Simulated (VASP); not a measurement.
Ti:

```
Ti
1.0
    -1.64100    1.64100    1.64100
     1.64100   -1.64100    1.64100
     1.64100    1.64100   -1.64100
Ti
1
Cartesian
  0.0000 0.0000 0.0000
```

Base run:

| Property | Result |
| --- | --- |
| Program | VASP 6.6.1 |
| Functional | r2SCAN |
| Potentials or basis | VASP PAW PBE potentials, release 64 (Ti_sv) |
| Cutoff | 520 eV |
| k mesh | 8 × 8 × 8 |
| Occupations | gaussian, width 0.15 eV |
| Spin | no spin polarisation |

Its results: band gap on the k mesh zero (band 6 reaches 9.07 eV, above the bottom of band 7 at 7.28 eV); pressure -2.9 GPa.

Question: The run is repeated on the same cell with these changes: k mesh from 8 × 8 × 8 to 6 × 6 × 6. What comes out?

Answer: Band gap on the k mesh zero (band 6 reaches 9.05 eV, above the bottom of band 7 at 7.31 eV); pressure -2.0 GPa.

Caveats: some runs use coarse meshes; the PAW data sets were made with another functional, which shifts forces and pressure a little.
